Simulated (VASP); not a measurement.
# ScS4 (I4/mmm) in VASP: further runs

The runs below take ScS4 through single point, with PBE.

Program: VASP 6.6.1. These are calculated values, not measurements. Logs are shortened: lines on timing, memory, paths and dates and some standing lists are left out, and cuts for length are marked.

## Step 1: The cell of the first run

The structure is tetragonal, space group I4/mmm (No. 139). Conventional cell: a = 3.441 Å, b = 3.441 Å, c = 16.670 Å, α = 90.00°, β = 90.00°, γ = 90.00°. Within 3.6 Å of Sc (site symmetry 4/mmm) lie 8 S at 2.70 Å and 4 Sc at 3.44 Å. S (site symmetry 4mm) has 1 S at 2.33 Å and 4 Sc at 2.70 Å within 3.1 Å. S (site symmetry -4m2) has 4 S at 2.43 Å within 3.2 Å.

The cell was generated, and may not be a known phase.

## Step 2: Single point, PBE

The input, INCAR:

```
  PREC = Accurate
  ENCUT = 520
  EDIFF = 1E-6
  ISMEAR = 0
  SIGMA = 0.1
  LREAL = False
  LASPH = True
  NELM = 60
  ALGO = Fast
  ISIF = 2
  LWAVE = False
  LCHARG = True
  GGA = PE
  LELF = True
  LVHAR = True
  NBANDS = 26
```

The input, KPOINTS:

```
Automatic mesh
0
Gamma
  6 6 6
```

The input, POSCAR:

```
ScS4
1.0
   -1.7206855676      1.7206855676      8.3350737522
    1.7206855676     -1.7206855676      8.3350737522
    1.7206855676      1.7206855676     -8.3350737522
Sc S
1 4
Direct
    0.0000000000      0.0000000000      0.0000000000
    0.4301506236      0.4301506236      0.0000000000
    0.5698493764      0.5698493764      0.0000000000
    0.7500000000      0.2500000000      0.5000000000
    0.2500000000      0.7500000000      0.5000000000
```

Potentials or basis: VASP PAW PBE potentials, release 64 (Sc_sv, S).

Command:

```console
$ cat potpaw_PBE.64/Sc_sv/POTCAR potpaw_PBE.64/S/POTCAR > POTCAR
$ mpirun -np 1 vasp_std > vasp.out
```

OUTCAR:

```text
PREC = Accurate
   ENCUT = 520
   EDIFF = 1E-6
   ISMEAR = 0
   LREAL = False
   LASPH = True
   NELM = 60
   ISIF = 2
   GGA = PE

 ion  position               nearest neighbor table
   1  0.000  0.000  0.000-   3 2.70   3 2.70   3 2.70   2 2.70   3 2.70   2 2.70   2 2.70   2 2.70

   2  0.430  0.430  0.000-   3 2.33   1 2.70   1 2.70   1 2.70   1 2.70
   3  0.570  0.570  0.000-   2 2.33   1 2.70   1 2.70   1 2.70   1 2.70
   4  0.750  0.250  0.500-   5 2.43   5 2.43   5 2.43   5 2.43
   5  0.250  0.750  0.500-   4 2.43   4 2.43   4 2.43   4 2.43

  LATTYP: Found a body centered tetragonal cell.
 ALAT       =     3.4413711352
 C/A-ratio  =     4.8440423452

  Lattice vectors:

 A1 = (  -1.7206855676,   1.7206855676,   8.3350737522)
 A2 = (   1.7206855676,  -1.7206855676,   8.3350737522)
 A3 = (   1.7206855676,   1.7206855676,  -8.3350737522)

Analysis of symmetry for initial positions (statically):
=====================================================================
 Subroutine PRICEL returns:
 Original cell was already a primitive cell.

 Routine SETGRP: Setting up the symmetry group for a
 body centered tetragonal supercell.

 Subroutine GETGRP returns: Found 16 space group operations
 (whereof 16 operations were pure point group operations)
 out of a pool of 16 trial point group operations.

The static configuration has the point symmetry D_4h.

Analysis of symmetry for dynamics (positions and initial velocities):
=====================================================================
 Subroutine PRICEL returns:
 Original cell was already a primitive cell.

 Routine SETGRP: Setting up the symmetry group for a
 body centered tetragonal supercell.

 Subroutine GETGRP returns: Found 16 space group operations
 (whereof 16 operations were pure point group operations)
 out of a pool of 16 trial point group operations.

The dynamic configuration has the point symmetry D_4h.

 Subroutine INISYM returns: Found 16 space group operations
 (whereof 16 operations are pure point group operations),
 and found     1 'primitive' translations

----------------------------------------------------------------------------------------

                                     Primitive cell

  volume of cell :      98.7126

  direct lattice vectors                    reciprocal lattice vectors
    -1.720685568  1.720685568  8.335073752     0.000000000  0.290581853  0.059987472
     1.720685568 -1.720685568  8.335073752     0.290581853  0.000000000  0.059987472
     1.720685568  1.720685568 -8.335073752     0.290581853  0.290581853  0.000000000

  length of vectors
     8.683027819  8.683027819  8.683027819     0.296709133  0.296709133  0.410944797

  position of ions in fractional coordinates (direct lattice)
     0.000000000  0.000000000  0.000000000
     0.430150624  0.430150624  0.000000000
     0.569849376  0.569849376  0.000000000
     0.750000000  0.250000000  0.500000000
     0.250000000  0.750000000  0.500000000

  ion indices of the primitive-cell ions
   primitive index   ion index
                 1           1
                 2           2
                 3           3
                 4           4
                 5           5

----------------------------------------------------------------------------------------

 KPOINTS: Automatic mesh

Automatic generation of k-mesh.
 Grid dimensions read from file:
 generate k-points for:    6    6    6

 Generating k-lattice:

  Cartesian coordinates                     Fractional coordinates (reciprocal lattice)
     0.000000000  0.048430309  0.009997912     0.166666667  0.000000000 -0.000000000
     0.048430309  0.000000000  0.009997912     0.000000000  0.166666667 -0.000000000
     0.048430309  0.048430309  0.000000000     0.000000000  0.000000000  0.166666667

  Length of vectors
     0.049451522  0.049451522  0.068490799

  Shift w.r.t. Gamma in fractional coordinates (k-lattice)
     0.000000000  0.000000000  0.000000000

 Subroutine IBZKPT returns following result:
 ===========================================

 Found     30 irreducible k-points:

 Following reciprocal coordinates:
            Coordinates               Weight
  0.000000  0.000000  0.000000      1.000000
  0.166667  0.000000 -0.000000      8.000000
  0.333333 -0.000000  0.000000      8.000000
  0.500000  0.000000  0.000000      4.000000
  0.166667  0.166667  0.000000      8.000000
  0.333333  0.166667  0.000000     16.000000
[... 16 lines left out ...]
 -0.333333 -0.333333  0.166667      8.000000
 -0.166667 -0.333333  0.166667      8.000000
 [... further k-points ...]
   k-points           NKPTS =     30   k-points in BZ     NKDIM =     30   number of bands    NBANDS=     26
   number of dos      NEDOS =    301   number of ions     NIONS =      5
   total plane-waves  NPLWV = 343000
   dimension x,y,z NGX =    70 NGY =   70 NGZ =   70
   dimension x,y,z NGXF=   140 NGYF=  140 NGZF=  140
   ions per type =               1   4
   NGX,Y,Z   is equivalent  to a cutoff of  13.40, 13.40, 13.40 a.u.
   NGXF,Y,Z  is equivalent  to a cutoff of  26.80, 26.80, 26.80 a.u.
 SYSTEM =  unknown system
   PREC   = accura    normal or accurate (medium, high low for compatibility)
   ISTART =      0    job   : 0-new  1-cont  2-samecut
   ICHARG =      2    charge: 1-file 2-atom 10-const
   ISPIN  =      1    spin polarized calculation?
   LNONCOLLINEAR =      F non collinear calculations
   LSORBIT =      F    spin-orbit coupling
   LASPH  =      T    aspherical Exc in radial PAW
   ENCUT  =  520.0 eV  38.22 Ry    6.18 a.u.  16.14 16.14 16.14*2*pi/ulx,y,z
   NELM   =     60;   NELMIN=  2; NELMDL= -5     # of ELM steps
   EDIFF  = 0.1E-05   stopping-criterion for ELM
   LREAL  =      F    real-space projection
   EDIFFG = 0.1E-04   stopping-criterion for IOM
   NSW    =      0    number of steps for IOM
   IBRION =     -1    ionic relax: 0-MD 1-quasi-New 2-CG
   NFREE  =      0    steps in history (QN), initial steepest desc. (CG)
   ISIF   =      2    stress and relaxation
   ISYM   =      2    0-nonsym 1-usesym 2-fastsym
   POTIM  = 0.5000    time-step for ionic-motion
   TEBEG  =    0.0;   TEEND  =   0.0 temperature during run
   PSTRESS=    0.0 pullay stress
   NELECT =      35.0000    total number of electrons
   NUPDOWN=      -1.0000    fix difference up-down
   EMIN   =  10.00;   EMAX   =-10.00  energy-range for DOS
   EFERMI =   0.00;   METHOD = LEGACY
   ISMEAR =     0;   SIGMA  =   0.10  broadening in eV -4-tet -1-fermi 0-gaus
   EFERMI_NEDOS =   21; number of points for ismear=-14 and -15
   IALGO  =     68    algorithm
   IMIX   =      4    mixing-type and parameters
     AMIX     =   0.40;   BMIX     =  1.00
     AMIX_MAG =   1.60;   BMIX_MAG =  1.00
  volume/ion in A,a.u.               =      19.74       133.23
  Fermi-wavevector in a.u.,A,eV,Ry     =   1.158706  2.189637 18.267185  1.342600
  Thomas-Fermi vector in A             =   2.295306
   LORBIT       =      0    0 simple, 1 ext, 2 COOP (PROOUT), +10 PAW based schemes
   GGA     = PE    functional components
   LHFCALC =     F    Hartree Fock is set to
   AEXX    =    0.0000 exact exchange contribution
   IVDW    =     0    specifies the selected vdW correction
   LEPSILON=     F    determine dielectric tensor
   LRPA    =     F    only Hartree local field effects (RPA)
 non-spin polarized calculation
 RMM-DIIS sequential band-by-band and
 Gauss-broadening in eV      SIGMA  =   0.10
  energy-cutoff  :      520.00
  volume of cell :       98.71
 maximum number of plane-waves:      2691
 NGX is ok and might be reduce to    70
   NGX = 33   NGY = 33   NGZ = 33

 number of electron      35.0000001 magnetization

 Free energy of the ion-electron system (eV)
  ---------------------------------------------------
  ext. energy  EPLUGINS =         0.00000000
  ---------------------------------------------------
  free energy    TOTEN  =       -24.90579268 eV

  energy without entropy =      -24.87380706  energy(sigma->0) =      -24.88979987

 E-fermi :   5.5425     XC(G=0):  -9.8596

 val. band max:        5.5404067265   @ k =   0.1667   0.1667   0.0000
 cond. band min:       5.5537695927   @ k =  -0.1667   0.1667   0.0000
 fundamental gap:      0.0133628662
 Fermi energy:         5.5425062723

 k-point     1 :       0.0000    0.0000    0.0000
  band No.  band energies     occupation
      1     -45.0237      2.00000
      2     -23.7211      2.00000
      3     -23.5692      2.00000
      4     -23.5692      2.00000
      5     -10.6430      2.00000
      6     -10.1033      2.00000
[... 18 lines left out ...]
     25       9.4198      0.00000
     26       9.5240      0.00000

 k-point     2 :       0.1667    0.0000   -0.0000
  band No.  band energies     occupation
      1     -45.0207      2.00000
      2     -23.7157      2.00000
      3     -23.6123      2.00000
      4     -23.5646      2.00000
      5     -10.3638      2.00000
      6      -9.9025      2.00000
[... 18 lines left out ...]
     25       8.5572      0.00000
     26       9.6486      0.00000

 k-point     3 :       0.3333   -0.0000    0.0000
  band No.  band energies     occupation
      1     -45.0149      2.00000
      2     -23.7050      2.00000
      3     -23.6972      2.00000
      4     -23.5553      2.00000
      5      -9.7049      2.00000
      6      -9.2800      2.00000
[... 18 lines left out ...]
     25       8.3284      0.00000
     26      10.4946      0.00000

 k-point     4 :       0.5000    0.0000    0.0000
  band No.  band energies     occupation
      1     -45.0120      2.00000
      2     -23.7391      2.00000
      3     -23.6996      2.00000
      4     -23.5507      2.00000
      5      -9.4075      2.00000
      6      -7.9779      2.00000
[... 18 lines left out ...]
     25       8.9691      0.00000
     26      10.1518      0.00000
[... 496 lines left out ...]
      1     -45.0149      2.00000
      2     -23.7050      2.00000
      3     -23.6972      2.00000
      4     -23.5553      2.00000
      5      -9.6604      2.00000
      6      -9.3438      2.00000
[... 18 lines left out ...]
     25       8.3385      0.00000
     26      10.4570      0.00000

 k-point    23 :      -0.3333   -0.3333    0.1667
  band No.  band energies     occupation
      1     -45.0179      2.00000
      2     -23.7107      2.00000
      3     -23.6112      2.00000
      4     -23.6010      2.00000
      5     -10.0344      2.00000
      6      -9.8156      2.00000
[... 18 lines left out ...]
     25       9.9347      0.00000
     26      10.7823      0.00000

 k-point    24 :      -0.1667   -0.3333    0.1667
  band No.  band energies     occupation
      1     -45.0207      2.00000
      2     -23.7158      2.00000
      3     -23.6123      2.00000
      4     -23.5646      2.00000
      5     -10.3252      2.00000
      6      -9.9577      2.00000
[... 18 lines left out ...]
     25       8.5668      0.00000
     26       9.6327      0.00000

 [... further k-points ...]
[... 5 lines left out ...]
  --------------------------------------------------------------------------------------
  -------------------------------------------------------------------------------------
  Total       -0.1095129     -0.1095129     -0.1158319      0.0000000      0.0000000      0.0000000
  in kB       -1.7774745     -1.7774745     -1.8800366      0.0000000      0.0000000      0.0000000
  external PRESSURE =      -1.8116619 kB  Pullay stress =       0.0000000 kB

 VOLUME and BASIS-vectors are now :
 -----------------------------------------------------------------------------
  energy-cutoff  :      520.00
  volume of cell :       98.71
      direct lattice vectors                 reciprocal lattice vectors
    -1.720685568  1.720685568  8.335073752     0.000000000  0.290581853  0.059987472
     1.720685568 -1.720685568  8.335073752     0.290581853  0.000000000  0.059987472
     1.720685568  1.720685568 -8.335073752     0.290581853  0.290581853  0.000000000

 POSITION                                       TOTAL-FORCE (eV/Angst)
 -----------------------------------------------------------------------------------
      0.00000      0.00000      0.00000        -0.000000     -0.000000      0.000000
      0.00000      0.00000      7.17067         0.000000      0.000000      0.072321
      0.00000      0.00000      9.49947        -0.000000     -0.000000     -0.072321
      0.00000      1.72069      4.16754        -0.000000     -0.000000      0.000000
      1.72069      0.00000      4.16754        -0.000000     -0.000000      0.000000
 -----------------------------------------------------------------------------------
    total drift:                               -0.000000     -0.000000     -0.000000

  FREE ENERGIE OF THE ION-ELECTRON SYSTEM (eV)
  ---------------------------------------------------
  free  energy   TOTEN  =       -24.9057926846 eV

  energy  without entropy=      -24.8738070552  energy(sigma->0) =      -24.88979987
```

It took 19 min on 1 thread of Oxide Virtual Turin-like, shared host; peak memory 0.67 GiB.

What came out:

```
Free energy            : -24.9058 eV
Pressure               : -0.2 GPa
Largest force          : 0.072 eV/Å
Band gap on the k mesh : zero (an odd number of electrons rules out a gap without spin polarisation)
```

Forces on the atoms (eV/Å):
```
Sc   0.000  0.000  0.000
S    0.000  0.000  0.072
S    0.000  0.000 -0.072
S    0.000  0.000  0.000
S    0.000  0.000  0.000
```

Caveat: an odd number of electrons without spin polarisation forces a metal; a magnetic or distorted state may lie lower.

## Step 3: Single point, PBE

This run uses another cell than the first one, of 23.79 Å³/atom.

The input, INCAR:

```
PREC = Accurate
ENCUT = 520
EDIFF = 1E-6
ISMEAR = 0
SIGMA = 0.1
LREAL = False
LASPH = True
NELM = 80
ALGO = Normal
ISIF = 2
LWAVE = False
LCHARG = False
GGA = PE
NBANDS = 26
```

The input, KPOINTS:

```
regular mesh
0
Gamma
  6 6 6
```

The input, POSCAR:

```
ScS4
1.0
   -2.2390394400      2.2390394400      5.9329505200
    2.2390394400     -2.2390394400      5.9329505200
    2.2390394400      2.2390394400     -5.9329505200
Sc S
1 4
Direct
    0.0000000000      0.0000000000      0.0000000000
    0.3810000100      0.3810000100      0.0000000000
    0.6189999900      0.6189999900      0.0000000000
    0.7500000000      0.2500000000      0.5000000000
    0.2500000000      0.7500000000      0.5000000000
```

Potentials or basis: VASP PAW PBE potentials, release 64 (Sc_sv, S).

Command:

```console
$ cat potpaw_PBE.64/Sc_sv/POTCAR potpaw_PBE.64/S/POTCAR > POTCAR
$ mpirun -np 1 vasp_std > vasp.out
```

Run time: 8.3 min. Hardware: 1 thread of Oxide Virtual Turin-like, shared host; peak memory 0.35 GiB.

The run converged. Its results:

```yaml
Free_energy: -18.8504 eV
Pressure: -9.1 GPa
Largest_force: 0.979 eV/Å
Band_gap_on_the_k_mesh: zero (an odd number of electrons rules out a gap without spin polarisation)
```

Forces on the atoms (eV/Å):
```
Sc   0.000  0.000  0.000
S    0.000  0.000  0.979
S    0.000  0.000 -0.979
S    0.000  0.000  0.000
S    0.000  0.000  0.000
```

Stress tensor (GPa, compression positive):
```
 -7.64   0.00   0.00
  0.00  -7.64   0.00
  0.00   0.00 -12.14
```

Levels at points of the mesh, in eV from the Fermi level:
| k point | band 14 | band 15 | band 16 | band 17 | band 18 | band 19 | band 20 | band 21 | band 22 | band 23 |
| --- | --- | --- | --- | --- | --- | --- | --- | --- | --- | --- |
| (0.00, 0.00, 0.00) | -2.39 | -2.10 | -1.02 | 0.24 | 0.24 | 0.38 | 0.38 | 0.53 | 0.58 | 0.68 |
| (0.50, 0.00, 0.00) | -2.74 | -0.92 | -0.86 | -0.16 | 0.21 | 0.25 | 0.26 | 0.65 | 0.76 | 1.08 |
| (0.50, 0.50, 0.00) | -1.66 | -1.40 | 0.32 | 0.36 | 0.62 | 0.75 | 0.92 | 0.98 | 0.98 | 1.02 |
| (0.50, 0.50, 0.50) | -2.68 | -1.76 | -0.39 | -0.39 | -0.19 | -0.03 | -0.03 | 0.00 | 0.55 | 0.59 |

Caveat: the cell stands under tension; an odd number of electrons without spin polarisation forces a metal; a magnetic or distorted state may lie lower.
